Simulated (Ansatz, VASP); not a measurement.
**Mo2W3 in VASP and in Ansatz**

Contents of INCAR:

```
PREC     = Accurate       # precision mode
ENCUT    = 520            # plane-wave cutoff, eV
EDIFF    = 1E-7           # SCF threshold, eV
ISMEAR   = 0              # smearing method
SIGMA    = 0.1            # smearing width, eV
LREAL    = F              # projectors in reciprocal space
LASPH    = T              # aspherical terms in the spheres
NELM     = 60             # most SCF steps
ALGO     = Fast           # electronic algorithm
ISIF     = 2              # what is computed and relaxed
LWAVE    = F              # write WAVECAR
LCHARG   = T              # write CHGCAR
GGA      = PE             # functional
LELF     = T              # ELF
LVHAR    = T            
NBANDS   = 43             # bands
```

Contents of KPOINTS:

```
Automatic mesh
0
Gamma
  6 6 6
```

POSCAR

```
Mo2W3
1.0
    0.0000000000      2.3170849600     11.5854248100
    1.6384264900      0.0000000000     11.5854248100
    1.6384264900      2.3170849600      0.0000000000
Mo W
2 3
Direct
    0.2000000000      0.2000000000      0.8000000000
    0.8000000000      0.8000000000      0.2000000000
    0.4000000000      0.4000000000      0.6000000000
    0.0000000000      0.0000000000      0.0000000000
    0.6000000000      0.6000000000      0.4000000000
```

Input for Ansatz:

```yaml
crystal:
  lattice:
    - [0.0, 2.31708496, 11.58542481]
    - [1.63842649, 0.0, 11.58542481]
    - [1.63842649, 2.31708496, 0.0]
  atoms:
    - { symbol: Mo, position: [0.2, 0.2, 0.8] }
    - { symbol: Mo, position: [0.8, 0.8, 0.2] }
    - { symbol: W, position: [0.4, 0.4, 0.6] }
    - { symbol: W, position: [0.0, 0.0, 0.0] }
    - { symbol: W, position: [0.6, 0.6, 0.4] }
basis:
  ecutwfc: 420
kpoints:
  mp_grid: { grid: [6, 6, 6] }
hamiltonian:
  xc: pbe
scf:
  occupations: { method: gaussian, width: 0.1 }
  lower_state_search: "off"
output:
  forces: true
  stress: true
  eigenvalues: true
```

Alike in both runs: task single point; functional PBE; k mesh 6 × 6 × 6; occupations gaussian, width 0.1 eV; no spin polarisation.

```csv
,VASP,Ansatz
version,VASP 6.6.1,Ansatz 0.2.0
potentials or method,"VASP PAW PBE potentials, release 64 (Mo_sv, W_sv), cutoff 520 eV","scalar-relativistic, plane waves, PAW"
valence electrons in the cell,70,70
```

```csv
,VASP,Ansatz,Ansatz less VASP
gap on the k mesh at the Fermi level (eV),none,none,-
pressure (GPa),-22.4,-22.7,-0.27
"traceless stress, the component that is largest in VASP (GPa)",1.40,1.40,0.000
rms of the force components (eV/Å),0.023,0.024,+0.0002
```

Atom by atom the forces differ by 0.000 eV/Å (rms over components). A gap of «none» marks a metal or a gap that the smearing closes.

The k mesh is coarse, so the values compare programs but aren't converged. Spin-orbit coupling is off throughout.
